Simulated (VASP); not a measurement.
# SiC (P6_3mc) in VASP: a series of runs

The runs below take SiC through single point, with r2SCAN.

Program: VASP 6.6.1. These are calculated values, not measurements. Logs are shortened: lines on timing, memory, paths and dates and some standing lists are left out, and cuts for length are marked.

### Step 1. The cell of the first run

Symmetry: P6_3mc, No. 186, hexagonal system. Conventional cell: a = 2.984 Å, b = 2.984 Å, c = 4.893 Å, α = 90.00°, β = 90.00°, γ = 120.00°. Si (site symmetry 3m) has 4 C at 1.83 to 1.84 Å within 2.4 Å. C (site symmetry 3m) has 4 Si at 1.83 to 1.84 Å within 2.4 Å.

### Step 2. Single point, r2SCAN

The input, POSCAR:

```
SiC
1.0
    2.9835200715      0.0000000000      0.0000000000
   -1.4917600357      2.5838041746      0.0000000000
    0.0000000000      0.0000000000      4.8925648987
Si C
2 2
Direct
    0.3333333333      0.6666666667      0.4995813449
    0.6666666667      0.3333333333      0.9995813449
    0.3333333333      0.6666666667      0.8754186551
    0.6666666667      0.3333333333      0.3754186551
```

The input, INCAR.step1:

```
PREC = Accurate
ENCUT = 520
ISMEAR = 0
SIGMA = 0.02
LREAL = False
LASPH = True
NELM = 60
NBANDS = 16
GGA = PE
ALGO = Normal
EDIFF = 1E-4
LWAVE = True
LCHARG = False
```

The input, INCAR.step2:

```
PREC = Accurate
ENCUT = 520
EDIFF = 1E-7
ISMEAR = 0
SIGMA = 0.02
LREAL = False
LASPH = True
NELM = 60
ALGO = Normal
ISIF = 2
LWAVE = False
LCHARG = True
METAGGA = R2SCAN
LMIXTAU = True
LELF = True
LVHAR = True
NBANDS = 16
ISTART = 1
```

The input, KPOINTS:

```
regular mesh
0
Gamma
  12 12 6
```

Potentials or basis: VASP PAW PBE potentials, release 64 (Si, C).

On the command line:

```console
$ cat potpaw_PBE.64/Si/POTCAR potpaw_PBE.64/C/POTCAR > POTCAR
$ cp INCAR.step1 INCAR
$ mpirun -np 1 vasp_std > vasp.out
$ cp INCAR.step2 INCAR
$ mpirun -np 1 vasp_std > vasp.out
```

OUTCAR:

```text
PREC = Accurate
   ENCUT = 520
   EDIFF = 1E-7
   ISMEAR = 0
   LREAL = False
   LASPH = True
   NELM = 60
   ISIF = 2
   METAGGA = R2SCAN
   ISTART = 1

 ion  position               nearest neighbor table
   1  0.333  0.667  0.500-   4 1.83   4 1.83   4 1.83   3 1.84   2 2.99   2 2.99   2 2.99   2 2.99
                             2 2.99   2 2.99
   2  0.667  0.333  1.000-   3 1.83   3 1.83   3 1.83   4 1.84   1 2.99   1 2.99   1 2.99   1 2.99
                             1 2.99   1 2.99
   3  0.333  0.667  0.875-   2 1.83   2 1.83   2 1.83   1 1.84
   4  0.667  0.333  0.375-   1 1.83   1 1.83   1 1.83   2 1.84

  LATTYP: Found a hexagonal cell.
 ALAT       =     2.9835200715
 C/A-ratio  =     1.6398632426

  Lattice vectors:

 A1 = (   2.9835200715,   0.0000000000,   0.0000000000)
 A2 = (  -1.4917600357,   2.5838041746,   0.0000000000)
 A3 = (   0.0000000000,   0.0000000000,   4.8925648987)

Analysis of symmetry for initial positions (statically):
=====================================================================
 Subroutine PRICEL returns:
 Original cell was already a primitive cell.

 Routine SETGRP: Setting up the symmetry group for a
 hexagonal supercell.

 Subroutine GETGRP returns: Found 12 space group operations
 (whereof  6 operations were pure point group operations)
 out of a pool of 24 trial point group operations.

The static configuration has the point symmetry C_3v.
 The point group associated with its full space group is C_6v.

Analysis of symmetry for dynamics (positions and initial velocities):
=====================================================================
 Subroutine PRICEL returns:
 Original cell was already a primitive cell.

 Routine SETGRP: Setting up the symmetry group for a
 hexagonal supercell.

 Subroutine GETGRP returns: Found 12 space group operations
 (whereof  6 operations were pure point group operations)
 out of a pool of 24 trial point group operations.

The dynamic configuration has the point symmetry C_3v.
 The point group associated with its full space group is C_6v.

 Subroutine INISYM returns: Found 12 space group operations
 (whereof  6 operations are pure point group operations),
 and found     1 'primitive' translations

----------------------------------------------------------------------------------------

                                     Primitive cell

[... 90 lines left out ...]
   LSORBIT =      F    spin-orbit coupling
   LASPH  =      T    aspherical Exc in radial PAW
   ENCUT  =  520.0 eV  38.22 Ry    6.18 a.u.   5.55  5.55  9.10*2*pi/ulx,y,z
   NELM   =     60;   NELMIN=  2; NELMDL=  0     # of ELM steps
   EDIFF  = 0.1E-06   stopping-criterion for ELM
   LREAL  =      F    real-space projection
   EDIFFG = 0.1E-05   stopping-criterion for IOM
   NSW    =      0    number of steps for IOM
   IBRION =     -1    ionic relax: 0-MD 1-quasi-New 2-CG
   NFREE  =      0    steps in history (QN), initial steepest desc. (CG)
   ISIF   =      2    stress and relaxation
   ISYM   =      2    0-nonsym 1-usesym 2-fastsym
   POTIM  = 0.5000    time-step for ionic-motion
   TEBEG  =    0.0;   TEEND  =   0.0 temperature during run
   PSTRESS=    0.0 pullay stress
   NELECT =      16.0000    total number of electrons
   NUPDOWN=      -1.0000    fix difference up-down
   EMIN   =  10.00;   EMAX   =-10.00  energy-range for DOS
   EFERMI =   0.00;   METHOD = LEGACY
   ISMEAR =     0;   SIGMA  =   0.02  broadening in eV -4-tet -1-fermi 0-gaus
   EFERMI_NEDOS =   21; number of points for ismear=-14 and -15
   IALGO  =     38    algorithm
   IMIX   =      4    mixing-type and parameters
     AMIX     =   0.40;   BMIX     =  1.00
     AMIX_MAG =   1.60;   BMIX_MAG =  1.00
  volume/ion in A,a.u.               =       9.43        63.63
  Fermi-wavevector in a.u.,A,eV,Ry     =   1.230098  2.324548 20.587540  1.513142
  Thomas-Fermi vector in A             =   2.364960
   LORBIT       =      0    0 simple, 1 ext, 2 COOP (PROOUT), +10 PAW based schemes
   METAGGA = R2SCAN    functional components
   LHFCALC =     F    Hartree Fock is set to
   AEXX    =    0.0000 exact exchange contribution
   IVDW    =     0    specifies the selected vdW correction
   LEPSILON=     F    determine dielectric tensor
   LRPA    =     F    only Hartree local field effects (RPA)
 non-spin polarized calculation
 Gauss-broadening in eV      SIGMA  =   0.02
  energy-cutoff  :      520.00
  volume of cell :       37.72
 maximum number of plane-waves:      1039
 NGX is ok and might be reduce to    24
   NGX = 11   NGY = 11   NGZ = 19

 number of electron      16.0000001 magnetization

 Free energy of the ion-electron system (eV)
  ---------------------------------------------------
  ext. energy  EPLUGINS =         0.00000000
  ---------------------------------------------------
  free energy    TOTEN  =       -38.37879198 eV

  energy without entropy =      -38.37879198  energy(sigma->0) =      -38.37879198

 E-fermi :   9.3507     XC(G=0): -12.3459

 val. band max:        9.2154009681   @ k =   0.0000   0.0000   0.0000
 cond. band min:      11.7403716126   @ k =   0.3333   0.3333   0.0000
 fundamental gap:      2.5249706445
 Fermi energy:         9.3507238046

 k-point     1 :       0.0000    0.0000    0.0000
  band No.  band energies     occupation
      1      -7.9013      2.00000
      2      -3.9085      2.00000
      3      -0.3170      2.00000
      4       7.7849      2.00000
      5       7.7849      2.00000
      6       9.1074      2.00000
[... 433 lines left out ...]
      3       1.3413      2.00000
      4       3.0094      2.00000
      5       4.0848      2.00000
      6       6.0714      2.00000
[... 8 lines left out ...]
     15      22.3897      0.00000
     16      22.9582      0.00000

 [... further k-points ...]
[... 5 lines left out ...]
  --------------------------------------------------------------------------------------
  -------------------------------------------------------------------------------------
  Total        5.8185552      5.8185552      5.8133273      0.0000000      0.0000000      0.0000000
  in kB      247.1727462    247.1727462    246.9506664      0.0000000      0.0000000      0.0000000
  external PRESSURE =     247.0987196 kB  Pullay stress =       0.0000000 kB

 VOLUME and BASIS-vectors are now :
 -----------------------------------------------------------------------------
  energy-cutoff  :      520.00
  volume of cell :       37.72
      direct lattice vectors                 reciprocal lattice vectors
     2.983520072  0.000000000  0.000000000     0.335174551  0.193513117  0.000000000
    -1.491760036  2.583804175  0.000000000     0.000000000  0.387026234  0.000000000
     0.000000000  0.000000000  4.892564899     0.000000000  0.000000000  0.204391770

 POSITION                                       TOTAL-FORCE (eV/Angst)
 -----------------------------------------------------------------------------------
     -0.00000      1.72254      2.44423        -0.000000      0.000000      0.003823
      1.49176      0.86127      4.89052         0.000000     -0.000000      0.003823
     -0.00000      1.72254      4.28304         0.000000      0.000000     -0.003823
      1.49176      0.86127      1.83676         0.000000     -0.000000     -0.003823
 -----------------------------------------------------------------------------------
    total drift:                                0.000000      0.000000      0.001234

  FREE ENERGIE OF THE ION-ELECTRON SYSTEM (eV)
  ---------------------------------------------------
  free  energy   TOTEN  =       -38.3787919849 eV

  energy  without entropy=      -38.3787919849  energy(sigma->0) =      -38.37879198
```

OUTCAR.step1:

```text
PREC = Accurate
   ENCUT = 520
   ISMEAR = 0
   LREAL = False
   LASPH = True
[... 689 lines left out ...]
     -0.00000      1.72254      2.44423        -0.000000     -0.000000      0.007168
      1.49176      0.86127      4.89052        -0.000000     -0.000000      0.007168
     -0.00000      1.72254      4.28304         0.000000     -0.000000     -0.007168
      1.49176      0.86127      1.83676        -0.000000      0.000000     -0.007168
 -----------------------------------------------------------------------------------
    total drift:                                0.000000      0.000000      0.000746

  FREE ENERGIE OF THE ION-ELECTRON SYSTEM (eV)
  ---------------------------------------------------
  free  energy   TOTEN  =       -29.7623809411 eV

  energy  without entropy=      -29.7623809411  energy(sigma->0) =      -29.76238094
```

OSZICAR.step1:

```text
N       E                     dE             d eps       ncg     rms          rms(c)
DAV:   1     0.266062951866E+02    0.26606E+02   -0.73327E+03  2432   0.909E+02
DAV:   2    -0.315912880177E+02   -0.58198E+02   -0.53221E+02  3488   0.163E+02
DAV:   3    -0.340283072292E+02   -0.24370E+01   -0.24289E+01  3256   0.307E+01
DAV:   4    -0.340440833755E+02   -0.15776E-01   -0.15775E-01  2976   0.306E+00
DAV:   5    -0.340442207425E+02   -0.13737E-03   -0.13736E-03  3192   0.267E-01    0.139E+01
DAV:   6    -0.299200706713E+02    0.41242E+01   -0.69969E+00  3048   0.165E+01    0.648E+00
DAV:   7    -0.297823436610E+02    0.13773E+00   -0.13572E+00  3456   0.693E+00    0.269E+00
DAV:   8    -0.297638523355E+02    0.18491E-01   -0.56455E-02  2800   0.148E+00    0.697E-01
DAV:   9    -0.297621006516E+02    0.17517E-02   -0.77913E-03  3144   0.614E-01    0.116E-01
DAV:  10    -0.297623601361E+02   -0.25948E-03   -0.87388E-04  3064   0.175E-01    0.557E-02
DAV:  11    -0.297623809411E+02   -0.20805E-04   -0.62696E-05  1952   0.617E-02
   1 F= -.29762381E+02 E0= -.29762381E+02  d E =-.238626E-30
```

Run time: 1.7 min. Hardware: 1 thread of AMD EPYC 9R45 (Zen 5), shared host; peak memory 0.15 GiB.

Results:

| Property | Result |
| --- | --- |
| Free energy | -38.3788 eV |
| Pressure | 24.7 GPa |
| Largest force | 0.004 eV/Å |
| Band gap on the k mesh | 2.52 eV, indirect (least direct gap 4.69 eV) |

Forces in eV/Å, atoms in the order of the input:
```
Si   0.000  0.000  0.004
Si   0.000  0.000  0.004
C    0.000  0.000 -0.004
C    0.000  0.000 -0.004
```

Levels at points of the mesh, in eV from the valence-band top:
| k point | band 6 | band 7 | band 8 | band 9 | band 10 | band 11 |
| --- | --- | --- | --- | --- | --- | --- |
| (0.00, 0.00, 0.00) | -0.11 | 0.00 | 0.00 | 6.22 | 7.80 | 7.80 |
| (0.50, 0.00, 0.00) | -3.67 | -3.62 | -1.28 | 3.42 | 4.79 | 8.04 |
| (0.00, 0.00, 0.50) | -0.77 | -0.77 | -0.77 | 7.35 | 7.35 | 8.44 |
| (0.50, 0.00, 0.50) | -2.69 | -2.53 | -2.53 | 3.95 | 3.95 | 6.25 |

Caveat: the PAW data sets were made with another functional, which shifts forces and pressure a little. A k mesh can miss the band edges.

[end of part 1 of 2]
